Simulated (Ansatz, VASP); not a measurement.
# Sc: VASP beside Ansatz

```
Sc
1.0
     0.00000    2.21374    2.38402
     2.21374    0.00000    2.38402
     2.21374    2.21374    0.00000
Sc
1
Direct
  0.00000 0.00000 0.00000
```

Change from the starting cell: strain -0.025 along x and y, +0.050 along z, atoms carried along.

Alike in both runs: task single point; functional r2SCAN; k mesh 18 × 18 × 18; occupations gaussian, width 0.15 eV; no spin polarisation.

|  | VASP | Ansatz |
| --- | --- | --- |
| version | VASP 6.6.1 | Ansatz 0.2.0 |
| potentials or method | VASP PAW PBE potentials, release 64 (Sc_sv), cutoff 520 eV | scalar-relativistic, plane waves, PAW |
| valence electrons in the cell | 11 | 11 |

|  | VASP | Ansatz | Ansatz less VASP |
| --- | --- | --- | --- |
| gap on the k mesh at the Fermi level (eV) | none | none | - |
| pressure (GPa) | 4.4 | 4.1 | -0.29 |
| traceless stress, the component that is largest in VASP (GPa) | -0.76 | -0.75 | +0.007 |

VASP's potentials were made for PBE, not for r2SCAN. A gap of «none» marks a metal or a gap that the smearing closes.
